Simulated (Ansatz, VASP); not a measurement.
**MgO in VASP and in Ansatz**

INCAR

```
SYSTEM = MgO
PREC = Accurate ; ENCUT = 520
EDIFF = 1E-6 ; ISMEAR = 0
SIGMA = 0.05 ; LREAL = .FALSE.
LASPH = .TRUE. ; NELM = 60
ALGO = Normal ; ISIF = 2
LWAVE = .FALSE. ; LCHARG = .TRUE.
GGA = PE ; LELF = .TRUE.
LVHAR = .TRUE. ; NBANDS = 26
```

KPOINTS

```
regular mesh
0
G
  8 8 8
  0 0 0
```

File POSCAR:

```
MgO
1.0
    3.5213164963      0.0000000000      0.0000000000
    1.7606582482     -3.0495495405     -4.2393824239
    1.7606582481      3.0495495406     -4.2393824239
Mg O
4 4
Direct
    0.8677664858      0.4655668482      0.7989001801
    0.3906182306      0.9427151020      0.2760484369
    0.1291923578      0.5582970564      0.1833182280
    0.6291923586      0.0166515606      0.7249637222
    0.6186311479      0.7042110989      0.0585266054
    0.1186311478      0.2251932721      0.5375444324
    0.3698678286      0.2967988377      0.9634655051
    0.8673944671      0.7992722000      0.4659388659
```

Input for Ansatz:

```yaml
crystal:
  lattice:
    - [3.5213164963, 0.0, 0.0]
    - [1.7606582482, -3.0495495405, -4.2393824239]
    - [1.7606582481, 3.0495495406, -4.2393824239]
  atoms:
    - { symbol: Mg, position: [0.8677664858, 0.4655668482, 0.7989001801] }
    - { symbol: Mg, position: [0.3906182306, 0.942715102, 0.2760484369] }
    - { symbol: Mg, position: [0.1291923578, 0.5582970564, 0.183318228] }
    - { symbol: Mg, position: [0.6291923586, 0.0166515606, 0.7249637222] }
    - { symbol: O, position: [0.6186311479, 0.7042110989, 0.0585266054] }
    - { symbol: O, position: [0.1186311478, 0.2251932721, 0.5375444324] }
    - { symbol: O, position: [0.3698678286, 0.2967988377, 0.9634655051] }
    - { symbol: O, position: [0.8673944671, 0.7992722, 0.4659388659] }
basis:
  ecutwfc: 520.0
kpoints:
  mp_grid: { grid: [8, 8, 8] }
hamiltonian:
  xc: pbe
  pseudopotentials: { kind: paw, azcp: { folder: soft_1 } }
scf:
  occupations: { method: gaussian, width: 0.05 }
output:
  forces: true
  stress: true
  eigenvalues: true
```

Change from the starting cell: mode 12 frozen in at -0.054 Å and mode 21 at -0.127 Å (largest displacements).

Alike in both runs: task single point; functional PBE; k mesh 8 × 8 × 8; occupations gaussian, width 0.05 eV; no spin polarisation.

```csv
,VASP,Ansatz
version,VASP 6.6.1,Ansatz 0.2.0
potentials or method,"VASP PAW PBE potentials, release 64 (Mg, O), cutoff 520 eV","scalar-relativistic, plane waves, PAW"
valence electrons in the cell,32,64
```

|  | VASP | Ansatz | Ansatz less VASP |
| --- | --- | --- | --- |
| gap on the k mesh at the Fermi level (eV) | 2.62 | 2.66 | +0.036 |
| least direct gap on the mesh (eV) | 2.62 | 2.66 | +0.036 |
| pressure (GPa) | 1.2 | 1.7 | +0.51 |
| traceless stress, the component that is largest in VASP (GPa) | -2.28 | -2.30 | -0.017 |
| rms of the force components (eV/Å) | 1.065 | 1.052 | -0.0125 |

Atom by atom the forces differ by 0.013 eV/Å (rms over components). VASP's potentials hold 32 valence electrons a cell and Ansatz's 64, so a difference there can come from the potentials and not from the codes.
